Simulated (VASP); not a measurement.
## Ga3Se: single point with PBE

Ga3Se:

```xyz
8
Lattice="6.0042 0.0000 0.0000 -3.0021 5.1998 0.0000 0.0000 0.0000 5.7204" Properties=species:S:1:pos:R:3 pbc="T T T"
Ga    2.0713    3.5876    3.9169
Ga    0.9308    1.6121    1.8035
Ga   -0.9308    1.6121    3.9169
Ga    1.8615    0.0000    3.9169
Ga    4.1427    0.0000    1.8035
Ga   -2.0713    3.5876    1.8035
Se    3.0021    1.7333    0.0000
Se    0.0000    3.4665    0.0000
```

The cell was generated, and may not be a known phase.

| Property | Result |
| --- | --- |
| Program | VASP 6.6.1 |
| Task | single point |
| Functional | PBE |
| Potentials or basis | VASP PAW PBE potentials, release 64 (Ga_d, Se) |
| Cutoff | 520 eV |
| k mesh | 6 × 6 × 8 |
| Occupations | gaussian, width 0.1 eV |
| Spin | no spin polarisation |

```json
{
  "Pressure": "0.1 GPa",
  "Largest force": "0.004 eV/Å",
  "Band gap on the k mesh": "zero (bands 45 and 46 overlap by 1.06 eV)"
}
```

Forces in eV/Å, atoms in the order of the input:
```
Ga   0.001  0.001 -0.004
Ga  -0.001 -0.001  0.004
Ga   0.001 -0.001 -0.004
Ga  -0.002  0.000 -0.004
Ga   0.002  0.000  0.004
Ga  -0.001  0.001  0.004
Se   0.000  0.000  0.000
Se   0.000  0.000  0.000
```

Levels at points of the mesh, in eV from the Fermi level:
```csv
k point,band 42,band 43,band 44,band 45,band 46,band 47,band 48,band 49
"(0.00, 0.00, 0.00)",-1.48,-1.44,-1.44,-0.71,-0.07,0.02,0.02,0.11
"(0.50, 0.00, 0.00)",-2.59,-2.41,-1.50,0.49,0.74,0.84,1.60,2.39
"(0.00, 0.00, 0.50)",-3.87,-2.86,-2.86,-0.64,1.41,1.99,1.99,2.70
"(0.50, 0.00, 0.50)",-1.35,-0.95,-0.65,0.35,0.38,0.75,1.00,1.65
```

Run time: 5.6 min on 1 thread of Intel(R) Xeon(R) Platinum 8488C (Sapphire Rapids), on a shared host, peak memory 0.51 GiB.
